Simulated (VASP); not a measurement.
# Pd (Fm-3m) in VASP: further runs

Pd is run at these levels: r2SCAN; tasks: single point, relaxation of cell and atoms.

All numbers are computed with VASP 6.6.1; they aren't measurements. Logs are shortened: lines on timing, memory, paths and dates and some standing lists are left out, and cuts for length are marked.

## (1) The cell of the first run

It takes space group Fm-3m (No. 225, cubic). The conventional cell has a = 3.911 Å, b = 3.911 Å, c = 3.911 Å, α = 90.00°, β = 90.00°, γ = 90.00°. Within 3.6 Å of Pd (site symmetry m-3m) lie 12 Pd at 2.77 Å.

## (2) Single point, r2SCAN

Contents of POSCAR:

```
Pd
1.0
    0.0000000000      1.9554363850      1.9554363850
    1.9554363850      0.0000000000      1.9554363850
    1.9554363850      1.9554363850      0.0000000000
Pd
1
Direct
    0.0000000000      0.0000000000      0.0000000000
```

Contents of INCAR.step1:

```
SYSTEM = Pd
PREC = Accurate
ENCUT = 520
ISMEAR = -1
SIGMA = 0.05
LREAL = .False.
LASPH = .True.
NELM = 100
NBANDS = 11
GGA = PE
ALGO = Normal
EDIFF = 1E-4
LWAVE = .True.
LCHARG = .False.
```

Contents of INCAR.step2:

```
SYSTEM = Pd
PREC = Accurate
ENCUT = 520
EDIFF = 1E-6
ISMEAR = -1
SIGMA = 0.05
LREAL = .False.
LASPH = .True.
NELM = 100
ALGO = Normal
ISIF = 2
LWAVE = .False.
LCHARG = .False.
METAGGA = R2SCAN
LMIXTAU = .True.
NBANDS = 11
ISTART = 1
```

Contents of KPOINTS:

```
regular mesh
0
Gamma
  11 11 11
  0 0 0
```

Potentials or basis: VASP PAW PBE potentials, release 64 (Pd).

The run is started by

```
$ cat potpaw_PBE.64/Pd/POTCAR > POTCAR
$ cp INCAR.step1 INCAR
$ mpirun -np 1 vasp_std > vasp.out
$ cp INCAR.step2 INCAR
$ mpirun -np 1 vasp_std > vasp.out
```

OUTCAR:

```text
SYSTEM = Pd
   PREC = Accurate
   ENCUT = 520
   EDIFF = 1E-6
   ISMEAR = -1
   LREAL = .False.
   LASPH = .True.
   NELM = 100
   ISIF = 2
   METAGGA = R2SCAN
   ISTART = 1

 ion  position               nearest neighbor table
   1  0.000  0.000  0.000-

  LATTYP: Found a face centered cubic cell.
 ALAT       =     3.9108727700

  Lattice vectors:

 A1 = (   0.0000000000,   1.9554363850,   1.9554363850)
 A2 = (   1.9554363850,   0.0000000000,   1.9554363850)
 A3 = (   1.9554363850,   1.9554363850,   0.0000000000)

Analysis of symmetry for initial positions (statically):
=====================================================================
 Subroutine PRICEL returns:
 Original cell was already a primitive cell.

 Routine SETGRP: Setting up the symmetry group for a
 face centered cubic supercell.

 Subroutine GETGRP returns: Found 48 space group operations
 (whereof 48 operations were pure point group operations)
 out of a pool of 48 trial point group operations.

The static configuration has the point symmetry O_h .

Analysis of symmetry for dynamics (positions and initial velocities):
=====================================================================
 Subroutine PRICEL returns:
 Original cell was already a primitive cell.

 Routine SETGRP: Setting up the symmetry group for a
 face centered cubic supercell.

 Subroutine GETGRP returns: Found 48 space group operations
 (whereof 48 operations were pure point group operations)
 out of a pool of 48 trial point group operations.

The dynamic configuration has the point symmetry O_h .

 Subroutine INISYM returns: Found 48 space group operations
 (whereof 48 operations are pure point group operations),
 and found     1 'primitive' translations

----------------------------------------------------------------------------------------

                                     Primitive cell

  volume of cell :      14.9541

  direct lattice vectors                    reciprocal lattice vectors
     0.000000000  1.955436385  1.955436385    -0.255697400  0.255697400  0.255697400
     1.955436385  0.000000000  1.955436385     0.255697400 -0.255697400  0.255697400
     1.955436385  1.955436385  0.000000000     0.255697400  0.255697400 -0.255697400

  length of vectors
     2.765404656  2.765404656  2.765404656     0.442880889  0.442880889  0.442880889

  position of ions in fractional coordinates (direct lattice)
     0.000000000  0.000000000  0.000000000

  ion indices of the primitive-cell ions
   primitive index   ion index
                 1           1

----------------------------------------------------------------------------------------

 KPOINTS: regular mesh

Automatic generation of k-mesh.
 Grid dimensions read from file:
 generate k-points for:   11   11   11

 Generating k-lattice:

  Cartesian coordinates                     Fractional coordinates (reciprocal lattice)
    -0.023245218  0.023245218  0.023245218     0.090909091  0.000000000  0.000000000
     0.023245218 -0.023245218  0.023245218     0.000000000  0.090909091  0.000000000
     0.023245218  0.023245218 -0.023245218     0.000000000  0.000000000  0.090909091

  Length of vectors
     0.040261899  0.040261899  0.040261899

  Shift w.r.t. Gamma in fractional coordinates (k-lattice)
     0.000000000  0.000000000  0.000000000

 Subroutine IBZKPT returns following result:
 ===========================================

 Found     56 irreducible k-points:

 Following reciprocal coordinates:
            Coordinates               Weight
  0.000000  0.000000  0.000000      1.000000
  0.090909  0.000000  0.000000      8.000000
  0.181818  0.000000  0.000000      8.000000
  0.272727  0.000000  0.000000      8.000000
  0.363636  0.000000  0.000000      8.000000
  0.454545  0.000000  0.000000      8.000000
[... 16 lines left out ...]
 -0.272727  0.181818  0.000000     24.000000
 -0.181818  0.181818  0.000000     12.000000
 [... further k-points ...]
   k-points           NKPTS =     56   k-points in BZ     NKDIM =     56   number of bands    NBANDS=     11
   number of dos      NEDOS =    301   number of ions     NIONS =      1
   total plane-waves  NPLWV =  13824
   dimension x,y,z NGX =    24 NGY =   24 NGZ =   24
   dimension x,y,z NGXF=    48 NGYF=   48 NGZF=   48
   ions per type =               1
   NGX,Y,Z   is equivalent  to a cutoff of  14.43, 14.43, 14.43 a.u.
   NGXF,Y,Z  is equivalent  to a cutoff of  28.86, 28.86, 28.86 a.u.
 SYSTEM =  Pd
   PREC   = accura    normal or accurate (medium, high low for compatibility)
   ISTART =      1    job   : 0-new  1-cont  2-samecut
   ICHARG =      0    charge: 1-file 2-atom 10-const
   ISPIN  =      1    spin polarized calculation?
   LNONCOLLINEAR =      F non collinear calculations
   LSORBIT =      F    spin-orbit coupling
   LASPH  =      T    aspherical Exc in radial PAW
   ENCUT  =  520.0 eV  38.22 Ry    6.18 a.u.   5.14  5.14  5.14*2*pi/ulx,y,z
   NELM   =    100;   NELMIN=  2; NELMDL=  0     # of ELM steps
   EDIFF  = 0.1E-05   stopping-criterion for ELM
   LREAL  =      F    real-space projection
   EDIFFG = 0.1E-04   stopping-criterion for IOM
   NSW    =      0    number of steps for IOM
   IBRION =     -1    ionic relax: 0-MD 1-quasi-New 2-CG
   NFREE  =      0    steps in history (QN), initial steepest desc. (CG)
   ISIF   =      2    stress and relaxation
   ISYM   =      2    0-nonsym 1-usesym 2-fastsym
   POTIM  = 0.5000    time-step for ionic-motion
   TEBEG  =    0.0;   TEEND  =   0.0 temperature during run
   PSTRESS=    0.0 pullay stress
   NELECT =      10.0000    total number of electrons
   NUPDOWN=      -1.0000    fix difference up-down
   EMIN   =  10.00;   EMAX   =-10.00  energy-range for DOS
   EFERMI =   0.00;   METHOD = LEGACY
   ISMEAR =    -1;   SIGMA  =   0.05  broadening in eV -4-tet -1-fermi 0-gaus
   EFERMI_NEDOS =   21; number of points for ismear=-14 and -15
   IALGO  =     38    algorithm
   IMIX   =      4    mixing-type and parameters
     AMIX     =   0.40;   BMIX     =  1.00
     AMIX_MAG =   1.60;   BMIX_MAG =  1.00
  volume/ion in A,a.u.               =      14.95       100.92
  Fermi-wavevector in a.u.,A,eV,Ry     =   1.431598  2.705328 27.884778  2.049473
  Thomas-Fermi vector in A             =   2.551317
   LORBIT       =      0    0 simple, 1 ext, 2 COOP (PROOUT), +10 PAW based schemes
   METAGGA = R2SCAN    functional components
   LHFCALC =     F    Hartree Fock is set to
   AEXX    =    0.0000 exact exchange contribution
   IVDW    =     0    specifies the selected vdW correction
   LEPSILON=     F    determine dielectric tensor
   LRPA    =     F    only Hartree local field effects (RPA)
 non-spin polarized calculation
  energy-cutoff  :      520.00
  volume of cell :       14.95
 maximum number of plane-waves:       415
 NGX is ok and might be reduce to    24
   NGX = 11   NGY = 11   NGZ = 11

 number of electron       9.9999998 magnetization

 Free energy of the ion-electron system (eV)
  ---------------------------------------------------
  ext. energy  EPLUGINS =         0.00000000
  ---------------------------------------------------
  free energy    TOTEN  =       -22.94247179 eV

  energy without entropy =      -22.92294385  energy(sigma->0) =      -22.93270782

 E-fermi :   9.4187     XC(G=0): -14.0252

 val. band max:        9.4028440383   @ k =   0.4545   0.1818   0.0000
 cond. band min:       9.4483363460   @ k =   0.4545   0.2727   0.0000
 fundamental gap:      0.0454923077
 Fermi energy:         9.4186598113

 k-point     1 :       0.0000    0.0000    0.0000
  band No.  band energies     occupation
      1       2.3029      2.00000
      2       6.5387      2.00000
      3       6.5387      2.00000
      4       6.5387      2.00000
      5       8.1154      2.00000
      6       8.1154      2.00000
      7      27.3974      0.00000
      8      31.9264      0.00000
      9      32.2990      0.00000
     10      32.2990      0.00000
     11      32.2990      0.00000

 k-point     2 :       0.0909    0.0000    0.0000
  band No.  band energies     occupation
      1       2.6064      2.00000
      2       6.4388      2.00000
      3       6.6395      2.00000
      4       6.6395      2.00000
      5       8.0717      2.00000
      6       8.0717      2.00000
      7      27.6749      0.00000
      8      30.5200      0.00000
      9      31.9497      0.00000
     10      32.6292      0.00000
     11      32.6292      0.00000

 k-point     3 :       0.1818    0.0000    0.0000
  band No.  band energies     occupation
      1       3.3983      2.00000
      2       6.3075      2.00000
      3       6.8176      2.00000
      4       6.8176      2.00000
      5       8.0738      2.00000
      6       8.0738      2.00000
      7      26.9272      0.00000
      8      28.6910      0.00000
      9      31.9430      0.00000
     10      33.4416      0.00000
     11      33.4416      0.00000

 k-point     4 :       0.2727    0.0000    0.0000
  band No.  band energies     occupation
      1       4.1069      2.00000
      2       6.7921      2.00000
      3       6.7921      2.00000
      4       6.8022      2.00000
      5       8.4001      2.00000
      6       8.4001      2.00000
      7      23.6366      0.00000
      8      28.2988      0.00000
      9      31.9370      0.00000
     10      33.8108      0.00000
     11      33.8108      0.00000
[... 239 lines left out ...]
 k-point    22 :      -0.3636    0.1818    0.0000
  band No.  band energies     occupation
      1       4.8711      2.00000
      2       6.0636      2.00000
      3       7.1069      2.00000
      4       7.1963      2.00000
      5       8.8134      1.99999
      6      12.6932      0.00000
      7      18.6585      0.00000
      8      25.2365      0.00000
      9      29.1797      0.00000
     10      30.8166      0.00000
     11      31.9671      0.00000

 k-point    23 :      -0.2727    0.1818    0.0000
  band No.  band energies     occupation
      1       5.0804      2.00000
      2       6.1803      2.00000
      3       6.5945      2.00000
      4       7.2234      2.00000
      5       8.1221      2.00000
      6      10.9468      0.00000
      7      21.9825      0.00000
      8      25.2256      0.00000
      9      29.9303      0.00000
     10      31.9712      0.00000
     11      33.1807      0.00000

 k-point    24 :      -0.1818    0.1818    0.0000
  band No.  band energies     occupation
      1       4.8010      2.00000
      2       5.8532      2.00000
      3       6.7388      2.00000
      4       7.4592      2.00000
      5       7.4641      2.00000
      6       9.5784      0.07867
      7      25.1183      0.00000
      8      25.9755      0.00000
      9      31.4243      0.00000
     10      32.0307      0.00000
     11      32.9175      0.00000

 [... further k-points ...]
[... 5 lines left out ...]
  --------------------------------------------------------------------------------------
  -------------------------------------------------------------------------------------
  Total        0.0623503      0.0623503      0.0623503     -0.0000000      0.0000000      0.0000000
  in kB        6.6801801      6.6801801      6.6801801     -0.0000000      0.0000000      0.0000000
  external PRESSURE =       6.6801801 kB  Pullay stress =       0.0000000 kB

 VOLUME and BASIS-vectors are now :
 -----------------------------------------------------------------------------
  energy-cutoff  :      520.00
  volume of cell :       14.95
      direct lattice vectors                 reciprocal lattice vectors
     0.000000000  1.955436385  1.955436385    -0.255697400  0.255697400  0.255697400
     1.955436385  0.000000000  1.955436385     0.255697400 -0.255697400  0.255697400
     1.955436385  1.955436385  0.000000000     0.255697400  0.255697400 -0.255697400

 POSITION                                       TOTAL-FORCE (eV/Angst)
 -----------------------------------------------------------------------------------
      0.00000      0.00000      0.00000         0.000000     -0.000000      0.000000
 -----------------------------------------------------------------------------------
    total drift:                                0.000000      0.000000      0.000000

  FREE ENERGIE OF THE ION-ELECTRON SYSTEM (eV)
  ---------------------------------------------------
  free  energy   TOTEN  =       -22.9424717859 eV

  energy  without entropy=      -22.9229438546  energy(sigma->0) =      -22.93270782
```

Wall time 21 s (1 thread of Intel Xeon Platinum 8559C (Emerald Rapids), shared host); peak memory 0.15 GiB.

Results:

```yaml
Free_energy: -22.9425 eV
Pressure: 0.7 GPa
Band_gap_on_the_k_mesh: zero (band 5 reaches 9.63 eV, above the bottom of band 6 at 8.07 eV)
```

Levels at points of the mesh, in eV from the Fermi level:
| k point | band 1 | band 2 | band 3 | band 4 | band 5 | band 6 | band 7 | band 8 | band 9 | band 10 |
| --- | --- | --- | --- | --- | --- | --- | --- | --- | --- | --- |
| (0.00, 0.00, 0.00) | -7.12 | -2.88 | -2.88 | -2.88 | -1.30 | -1.30 | 17.98 | 22.51 | 22.88 | 22.88 |

Caveat: the PAW data sets were made with another functional, which shifts forces and pressure a little.

## (3) Relaxation of cell and atoms, r2SCAN

This run uses another cell than the first one, of 14.75 Å³/atom, 0.986 times its volume.

Contents of POSCAR:

```
Pd
1.0
    0.0000000000      1.9465000000      1.9465000000
    1.9465000000      0.0000000000      1.9465000000
    1.9465000000      1.9465000000      0.0000000000
Pd
1
Direct
    0.0000000000      0.0000000000      0.0000000000
```

Contents of INCAR.step1:

```
ALGO     = Normal         # electronic algorithm
EDIFF    = 1E-4           # SCF threshold, eV
ENCUT    = 600            # plane-wave cutoff, eV
GGA      = PE             # functional
ISMEAR   = -1             # smearing method
LASPH    = True           # aspherical terms in the spheres
LCHARG   = False          # write CHGCAR
LREAL    = False          # projectors in reciprocal space
LWAVE    = True           # write WAVECAR
NELM     = 100            # most SCF steps
PREC     = Accurate       # precision mode
SIGMA    = 0.05           # smearing width, eV
```

Contents of INCAR.step2:

```
ALGO     = Normal         # electronic algorithm
EDIFF    = 1E-6           # SCF threshold, eV
EDIFFG   = -0.02          # ionic threshold
ENCUT    = 600            # plane-wave cutoff, eV
IBRION   = 2              # ionic algorithm
ISIF     = 3              # what is computed and relaxed
ISMEAR   = -1             # smearing method
ISTART   = 1            
LASPH    = True           # aspherical terms in the spheres
LCHARG   = False          # write CHGCAR
LMIXTAU  = True         
LREAL    = False          # projectors in reciprocal space
LWAVE    = False          # write WAVECAR
METAGGA  = R2SCAN         # meta-GGA
NELM     = 100            # most SCF steps
NSW      = 80             # ionic steps
PREC     = Accurate       # precision mode
SIGMA    = 0.05           # smearing width, eV
```

Contents of KPOINTS:

```
k-points
0
Gamma
  11 11 11
```

Potentials or basis: VASP PAW PBE potentials, release 64 (Pd).

The run is started by

```
$ cat potpaw_PBE.64/Pd/POTCAR > POTCAR
$ cp INCAR.step1 INCAR
$ mpirun -np 1 vasp_std > vasp.out
$ cp INCAR.step2 INCAR
$ mpirun -np 1 vasp_std > vasp.out
```

It took 46 s on 1 thread of Intel Xeon Platinum 8559C (Emerald Rapids), shared host; peak memory 0.15 GiB.

It converged, with:

```
Free energy                            : -22.9419 eV
Relaxed volume                         : 15.01 Å³/atom
Relaxed cell                           : a = 2.769 Å, b = 2.769 Å, c = 2.769 Å, α = 60.00°, β = 60.00°, γ = 60.00°
Space group after relaxing (to 0.05 Å) : Fm-3m (No. 225)
Energy gained by relaxing              : 2.6 meV/atom
Ionic steps                            : 3
Pressure after relaxing                : 0.1 GPa
Band gap on the k mesh                 : zero (band 5 reaches 9.57 eV, above the bottom of band 6 at 8.02 eV)
```

Step by step:
```csv
step,energy change (eV),largest force (eV/Å),pressure (GPa),volume (Å³)
1,0.0000,0.0000,3.36,14.75
2,0.0036,0.0000,-4.69,15.42
3,-0.0026,0.0000,0.06,15.01
```

Final structure:
```
Pd
1.0
     0.00000    1.95778    1.95778
     1.95778    0.00000    1.95778
     1.95778    1.95778    0.00000
Pd
1
Direct
  0.00000 0.00000 0.00000
```

Levels at points of the mesh, in eV from the Fermi level:
```
           k point  band 2  band 3  band 4  band 5  band 6  band 7  band 8  band 9
(0.00, 0.00, 0.00)   -2.86   -2.86   -2.86   -1.30   -1.30   17.98   22.52   22.86
```

Caveat: the PAW data sets were made with another functional, which shifts forces and pressure a little. Zero-point motion and thermal expansion aren't in these numbers.
